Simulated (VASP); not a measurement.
# CdSe (F-43m) in VASP: a series of runs

CdSe is run at these levels: PBE, r2SCAN; tasks: single point.

Everything below comes from runs of VASP 6.6.1. Logs are shortened: lines on timing, memory, paths and dates and some standing lists are left out, and cuts for length are marked.

## (1) The cell of the first run

It takes space group F-43m (No. 216, cubic). The conventional cell has a = 6.088 Å, b = 6.088 Å, c = 6.088 Å, α = 90.00°, β = 90.00°, γ = 90.00°. Within 3.5 Å of Cd (site symmetry -43m) lie 4 Se at 2.64 Å. Se (site symmetry -43m) has 4 Cd at 2.64 Å within 3.5 Å.

## (2) Single point, PBE (strain -0.8%)

INCAR reads:

```
SYSTEM = CdSe
PREC     = Accurate       ! precision mode
ENCUT    = 520            ! plane-wave cutoff, eV
EDIFF    = 1E-7           ! SCF threshold, eV
ISMEAR   = -1             ! smearing method
SIGMA    = 0.02           ! smearing width, eV
LREAL    = .False.        ! projectors in reciprocal space
LASPH    = .True.         ! aspherical terms in the spheres
NELM     = 60             ! most SCF steps
ALGO     = Normal         ! electronic algorithm
ISIF     = 2              ! what is computed and relaxed
LWAVE    = .False.        ! write WAVECAR
LCHARG   = .True.         ! write CHGCAR
GGA      = PE             ! functional
LELF     = .True.         ! ELF
LVHAR    = .True.       
NBANDS   = 16             ! bands
```

KPOINTS reads:

```
regular mesh
0
Gamma
  8 8 8
  0 0 0
```

POSCAR reads:

```
CdSe
1.0
    0.0000000000      3.0441590513      3.0441590513
    3.0441590513      0.0000000000      3.0441590513
    3.0441590513      3.0441590513      0.0000000000
Cd Se
1 1
Direct
    0.0000000000      0.0000000000      0.0000000000
    0.2500000000      0.2500000000      0.2500000000
```

Potentials or basis: VASP PAW PBE potentials, release 64 (Cd, Se).

Run with:

```console
$ cat potpaw_PBE.64/Cd/POTCAR potpaw_PBE.64/Se/POTCAR > POTCAR
$ mpirun -np 1 vasp_std > vasp.out
```

OUTCAR:

```text
SYSTEM = CdSe
   PREC = Accurate
   ENCUT = 520
   EDIFF = 1E-7
   ISMEAR = -1
   LREAL = .False.
   LASPH = .True.
   NELM = 60
   ISIF = 2
   GGA = PE

 ion  position               nearest neighbor table
   1  0.000  0.000  0.000-   2 2.64   2 2.64   2 2.64   2 2.64
   2  0.250  0.250  0.250-   1 2.64   1 2.64   1 2.64   1 2.64

  LATTYP: Found a face centered cubic cell.
 ALAT       =     6.0883181026

  Lattice vectors:

 A1 = (   0.0000000000,   3.0441590513,   3.0441590513)
 A2 = (   3.0441590513,   0.0000000000,   3.0441590513)
 A3 = (   3.0441590513,   3.0441590513,   0.0000000000)

Analysis of symmetry for initial positions (statically):
=====================================================================
 Subroutine PRICEL returns:
 Original cell was already a primitive cell.

 Routine SETGRP: Setting up the symmetry group for a
 face centered cubic supercell.

 Subroutine GETGRP returns: Found 24 space group operations
 (whereof 24 operations were pure point group operations)
 out of a pool of 48 trial point group operations.

The static configuration has the point symmetry T_d .

Analysis of symmetry for dynamics (positions and initial velocities):
=====================================================================
 Subroutine PRICEL returns:
 Original cell was already a primitive cell.

 Routine SETGRP: Setting up the symmetry group for a
 face centered cubic supercell.

 Subroutine GETGRP returns: Found 24 space group operations
 (whereof 24 operations were pure point group operations)
 out of a pool of 48 trial point group operations.

The dynamic configuration has the point symmetry T_d .

 Subroutine INISYM returns: Found 24 space group operations
 (whereof 24 operations are pure point group operations),
 and found     1 'primitive' translations

----------------------------------------------------------------------------------------

                                     Primitive cell

  volume of cell :      56.4199

  direct lattice vectors                    reciprocal lattice vectors
     0.000000000  3.044159051  3.044159051    -0.164248974  0.164248974  0.164248974
     3.044159051  0.000000000  3.044159051     0.164248974 -0.164248974  0.164248974
     3.044159051  3.044159051  0.000000000     0.164248974  0.164248974 -0.164248974

  length of vectors
     4.305091016  4.305091016  4.305091016     0.284487568  0.284487568  0.284487568

  position of ions in fractional coordinates (direct lattice)
     0.000000000  0.000000000  0.000000000
     0.250000000  0.250000000  0.250000000

  ion indices of the primitive-cell ions
   primitive index   ion index
                 1           1
                 2           2

----------------------------------------------------------------------------------------

 KPOINTS: regular mesh

Automatic generation of k-mesh.
 Grid dimensions read from file:
 generate k-points for:    8    8    8

 Generating k-lattice:

  Cartesian coordinates                     Fractional coordinates (reciprocal lattice)
    -0.020531122  0.020531122  0.020531122     0.125000000  0.000000000  0.000000000
     0.020531122 -0.020531122  0.020531122     0.000000000  0.125000000  0.000000000
     0.020531122  0.020531122 -0.020531122     0.000000000  0.000000000  0.125000000

  Length of vectors
     0.035560946  0.035560946  0.035560946

  Shift w.r.t. Gamma in fractional coordinates (k-lattice)
     0.000000000  0.000000000  0.000000000

 Subroutine IBZKPT returns following result:
 ===========================================

 Found     29 irreducible k-points:

 Following reciprocal coordinates:
            Coordinates               Weight
  0.000000  0.000000  0.000000      1.000000
  0.125000  0.000000  0.000000      8.000000
  0.250000  0.000000  0.000000      8.000000
  0.375000  0.000000  0.000000      8.000000
  0.500000  0.000000  0.000000      4.000000
  0.125000  0.125000  0.000000      6.000000
[... 16 lines left out ...]
  0.500000  0.250000  0.125000     48.000000
 -0.375000  0.250000  0.125000     24.000000
 [... further k-points ...]
   k-points           NKPTS =     29   k-points in BZ     NKDIM =     29   number of bands    NBANDS=     16
   number of dos      NEDOS =    301   number of ions     NIONS =      2
   total plane-waves  NPLWV =  32768
   dimension x,y,z NGX =    32 NGY =   32 NGZ =   32
   dimension x,y,z NGXF=    64 NGYF=   64 NGZF=   64
   ions per type =               1   1
   NGX,Y,Z   is equivalent  to a cutoff of  12.36, 12.36, 12.36 a.u.
   NGXF,Y,Z  is equivalent  to a cutoff of  24.71, 24.71, 24.71 a.u.
 SYSTEM =  CdSe
   PREC   = accura    normal or accurate (medium, high low for compatibility)
   ISTART =      0    job   : 0-new  1-cont  2-samecut
   ICHARG =      2    charge: 1-file 2-atom 10-const
   ISPIN  =      1    spin polarized calculation?
   LNONCOLLINEAR =      F non collinear calculations
   LSORBIT =      F    spin-orbit coupling
   LASPH  =      T    aspherical Exc in radial PAW
   ENCUT  =  520.0 eV  38.22 Ry    6.18 a.u.   8.00  8.00  8.00*2*pi/ulx,y,z
   NELM   =     60;   NELMIN=  2; NELMDL= -5     # of ELM steps
   EDIFF  = 0.1E-06   stopping-criterion for ELM
   LREAL  =      F    real-space projection
   EDIFFG = 0.1E-05   stopping-criterion for IOM
   NSW    =      0    number of steps for IOM
   IBRION =     -1    ionic relax: 0-MD 1-quasi-New 2-CG
   NFREE  =      0    steps in history (QN), initial steepest desc. (CG)
   ISIF   =      2    stress and relaxation
   ISYM   =      2    0-nonsym 1-usesym 2-fastsym
   POTIM  = 0.5000    time-step for ionic-motion
   TEBEG  =    0.0;   TEEND  =   0.0 temperature during run
   PSTRESS=    0.0 pullay stress
   NELECT =      18.0000    total number of electrons
   NUPDOWN=      -1.0000    fix difference up-down
   EMIN   =  10.00;   EMAX   =-10.00  energy-range for DOS
   EFERMI =   0.00;   METHOD = LEGACY
   ISMEAR =    -1;   SIGMA  =   0.02  broadening in eV -4-tet -1-fermi 0-gaus
   EFERMI_NEDOS =   21; number of points for ismear=-14 and -15
   IALGO  =     38    algorithm
   IMIX   =      4    mixing-type and parameters
     AMIX     =   0.40;   BMIX     =  1.00
     AMIX_MAG =   1.60;   BMIX_MAG =  1.00
  volume/ion in A,a.u.               =      28.21       190.37
  Fermi-wavevector in a.u.,A,eV,Ry     =   1.118635  2.113913 17.025566  1.251344
  Thomas-Fermi vector in A             =   2.255267
   LORBIT       =      0    0 simple, 1 ext, 2 COOP (PROOUT), +10 PAW based schemes
   GGA     = PE    functional components
   LHFCALC =     F    Hartree Fock is set to
   AEXX    =    0.0000 exact exchange contribution
   IVDW    =     0    specifies the selected vdW correction
   LEPSILON=     F    determine dielectric tensor
   LRPA    =     F    only Hartree local field effects (RPA)
 non-spin polarized calculation
  energy-cutoff  :      520.00
  volume of cell :       56.42
 maximum number of plane-waves:      1540
   NGX = 17   NGY = 17   NGZ = 17

 number of electron      18.0000003 magnetization

 Free energy of the ion-electron system (eV)
  ---------------------------------------------------
  ext. energy  EPLUGINS =         0.00000000
  ---------------------------------------------------
  free energy    TOTEN  =        -5.46980539 eV

  energy without entropy =       -5.46980539  energy(sigma->0) =       -5.46980539

 E-fermi :   1.2316     XC(G=0):  -8.8720

 val. band max:        0.9188016568   @ k =   0.0000   0.0000   0.0000
 cond. band min:       1.5220502831   @ k =   0.0000   0.0000   0.0000
 fundamental gap:      0.6032486263
 Fermi energy:         1.2316095906

 k-point     1 :       0.0000    0.0000    0.0000
  band No.  band energies     occupation
      1     -11.6584      2.00000
      2      -7.0057      2.00000
      3      -7.0057      2.00000
      4      -7.0057      2.00000
      5      -6.6342      2.00000
      6      -6.6342      2.00000
[... 8 lines left out ...]
     15      12.0122      0.00000
     16      12.0122      0.00000

 k-point     2 :       0.1250    0.0000    0.0000
  band No.  band energies     occupation
      1     -11.6051      2.00000
      2      -6.9886      2.00000
      3      -6.9886      2.00000
      4      -6.9579      2.00000
      5      -6.6351      2.00000
      6      -6.6351      2.00000
[... 8 lines left out ...]
     15      11.2444      0.00000
     16      11.4117      0.00000

 k-point     3 :       0.2500    0.0000    0.0000
  band No.  band energies     occupation
      1     -11.4749      2.00000
      2      -6.9513      2.00000
      3      -6.9513      2.00000
      4      -6.7954      2.00000
      5      -6.6321      2.00000
      6      -6.6321      2.00000
[... 8 lines left out ...]
     15      10.9999      0.00000
     16      11.0511      0.00000

 k-point     4 :       0.3750    0.0000    0.0000
  band No.  band energies     occupation
      1     -11.3432      2.00000
      2      -6.9217      2.00000
      3      -6.9217      2.00000
      4      -6.6195      2.00000
      5      -6.6195      2.00000
      6      -6.5207      2.00000
[... 8 lines left out ...]
     15      11.8801      0.00000
     16      11.8801      0.00000

 k-point     5 :       0.5000    0.0000    0.0000
  band No.  band energies     occupation
      1     -11.2884      2.00000
      2      -6.9123      2.00000
      3      -6.9123      2.00000
      4      -6.6108      2.00000
      5      -6.6108      2.00000
      6      -6.3414      2.00000
[... 8 lines left out ...]
     15      13.0584      0.00000
     16      13.0584      0.00000

 k-point     6 :       0.1250    0.1250    0.0000
  band No.  band energies     occupation
      1     -11.5874      2.00000
      2      -6.9721      2.00000
      3      -6.9721      2.00000
      4      -6.9639      2.00000
      5      -6.6454      2.00000
      6      -6.6257      2.00000
[... 8 lines left out ...]
     15      11.9097      0.00000
     16      12.1457      0.00000
[... 267 lines left out ...]
 k-point    21 :       0.5000    0.5000    0.0000
  band No.  band energies     occupation
      1     -11.1719      2.00000
      2      -6.8159      2.00000
      3      -6.7461      2.00000
      4      -6.7461      2.00000
      5      -6.5760      2.00000
      6      -6.2769      2.00000
[... 8 lines left out ...]
     15      13.3160      0.00000
     16      14.2790      0.00000

 k-point    22 :       0.3750    0.2500    0.1250
  band No.  band energies     occupation
      1     -11.3786      2.00000
      2      -6.9102      2.00000
      3      -6.8908      2.00000
      4      -6.7438      2.00000
      5      -6.6256      2.00000
      6      -6.5881      2.00000
[... 8 lines left out ...]
     15      12.4523      0.00000
     16      13.6478      0.00000

 k-point    23 :       0.5000    0.2500    0.1250
  band No.  band energies     occupation
      1     -11.2741      2.00000
      2      -6.8816      2.00000
      3      -6.8642      2.00000
      4      -6.6794      2.00000
      5      -6.6124      2.00000
      6      -6.3978      2.00000
[... 8 lines left out ...]
     15      12.8085      0.00000
     16      13.5394      0.00000

 k-point    24 :      -0.3750    0.2500    0.1250
  band No.  band energies     occupation
      1     -11.2309      2.00000
      2      -6.8765      2.00000
      3      -6.8520      2.00000
      4      -6.6536      2.00000
      5      -6.6180      2.00000
      6      -6.2551      2.00000
[... 8 lines left out ...]
     15      12.5931      0.00000
     16      13.5498      0.00000

 [... further k-points ...]
[... 5 lines left out ...]
  --------------------------------------------------------------------------------------
  -------------------------------------------------------------------------------------
  Total        1.0488534      1.0488534      1.0488534     -0.0000000      0.0000000     -0.0000000
  in kB       29.7847089     29.7847089     29.7847089     -0.0000000      0.0000000     -0.0000000
  external PRESSURE =      29.7847089 kB  Pullay stress =       0.0000000 kB

 VOLUME and BASIS-vectors are now :
 -----------------------------------------------------------------------------
  energy-cutoff  :      520.00
  volume of cell :       56.42
      direct lattice vectors                 reciprocal lattice vectors
     0.000000000  3.044159051  3.044159051    -0.164248974  0.164248974  0.164248974
     3.044159051  0.000000000  3.044159051     0.164248974 -0.164248974  0.164248974
     3.044159051  3.044159051  0.000000000     0.164248974  0.164248974 -0.164248974

 POSITION                                       TOTAL-FORCE (eV/Angst)
 -----------------------------------------------------------------------------------
      0.00000      0.00000      0.00000         0.000000      0.000000      0.000000
      1.52208      1.52208      1.52208        -0.000000     -0.000000     -0.000000
 -----------------------------------------------------------------------------------
    total drift:                               -0.000000     -0.000000     -0.000000

  FREE ENERGIE OF THE ION-ELECTRON SYSTEM (eV)
  ---------------------------------------------------
  free  energy   TOTEN  =        -5.4698053892 eV

  energy  without entropy=       -5.4698053880  energy(sigma->0) =       -5.46980539
```

Wall time 11 s (1 thread of Intel Xeon Platinum 8559C (Emerald Rapids), shared host); peak memory 0.19 GiB.

Results:

- Free energy: -5.4698 eV
- Pressure: 3.0 GPa
- Band gap on the k mesh: 0.60 eV, direct

Caveat: the cell differs from its parent crystal (strain -0.8%).

## (3) Single point, r2SCAN (strain -0.8%)

POSCAR is that of step 2.

INCAR.step1 reads:

```
PREC     = Accurate       # precision mode
ENCUT    = 520            # plane-wave cutoff, eV
ISMEAR   = 0              # smearing method
SIGMA    = 0.01           # smearing width, eV
LREAL    = False          # projectors in reciprocal space
LASPH    = True           # aspherical terms in the spheres
NELM     = 60             # most SCF steps
NBANDS   = 16             # bands
GGA      = PE             # functional
ALGO     = Normal         # electronic algorithm
EDIFF    = 1E-4           # SCF threshold, eV
LWAVE    = True           # write WAVECAR
LCHARG   = False          # write CHGCAR
```

INCAR.step2 reads:

```
PREC     = Accurate       # precision mode
ENCUT    = 520            # plane-wave cutoff, eV
EDIFF    = 1E-7           # SCF threshold, eV
ISMEAR   = 0              # smearing method
SIGMA    = 0.01           # smearing width, eV
LREAL    = False          # projectors in reciprocal space
LASPH    = True           # aspherical terms in the spheres
NELM     = 60             # most SCF steps
ALGO     = Normal         # electronic algorithm
ISIF     = 2              # what is computed and relaxed
LWAVE    = False          # write WAVECAR
LCHARG   = False          # write CHGCAR
METAGGA  = R2SCAN         # meta-GGA
LMIXTAU  = True         
NBANDS   = 16             # bands
ISTART   = 1
```

KPOINTS reads:

```
regular mesh
0
Gamma
  8 8 8
```

Potentials or basis: VASP PAW PBE potentials, release 64 (Cd, Se).

Run with:

```console
$ cat potpaw_PBE.64/Cd/POTCAR potpaw_PBE.64/Se/POTCAR > POTCAR
$ cp INCAR.step1 INCAR
$ mpirun -np 1 vasp_std > vasp.out
$ cp INCAR.step2 INCAR
$ mpirun -np 1 vasp_std > vasp.out
```

It took 45 s on 1 thread of Intel Xeon Platinum 8559C (Emerald Rapids), shared host; peak memory 0.19 GiB.

It converged, with:

```yaml
Free_energy: -35.9090 eV
Pressure: 1.5 GPa
Band_gap_on_the_k_mesh: 1.08 eV, direct
```

Levels at points of the mesh, in eV from the valence-band top:
```csv
k point,band 7,band 8,band 9,band 10,band 11,band 12
"(0.00, 0.00, 0.00)",0.00,0.00,0.00,1.08,6.47,6.47
"(0.50, 0.00, 0.00)",-4.41,-0.75,-0.75,2.86,6.93,6.93
"(0.50, 0.50, 0.00)",-4.07,-1.88,-1.88,3.46,4.15,9.68
```

Caveat: the cell differs from its parent crystal (strain -0.8%); the PAW data sets were made with another functional, which shifts forces and pressure a little.
